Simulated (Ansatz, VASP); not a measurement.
**Two plane-wave programs on SrO**

```xyz
2
Lattice="0.0000 2.4775 2.4775 2.4775 0.0000 2.4775 2.4775 2.4775 0.0000" Properties=species:S:1:pos:R:3 pbc="T T T"
Sr    0.0000    0.0000    0.0000
O     2.4775    2.4775    2.4775
```

Change from the starting cell: hydrostatic strain -4.0%.

Alike in both runs: task single point; functional r2SCAN; k mesh 8 × 8 × 8; no spin polarisation.

```csv
,VASP,Ansatz
version,VASP 6.6.1,Ansatz 0.2.0
potentials or method,"VASP PAW PBE potentials, release 64 (Sr_sv, O)","plane waves, PAW"
plane-wave cutoff (eV),520,500
occupations,"gaussian, width 0.01 eV",fixed
valence electrons in the cell,16,16
```

Ansatz gave:

* gap on the k mesh at the Fermi level (eV): 3.69
* pressure (GPa): 14.9

Task: Which values does VASP return?

Result: gap on the k mesh at the Fermi level (eV): 3.64; pressure (GPa): 15.9.

VASP's potentials were made for PBE, not for r2SCAN.
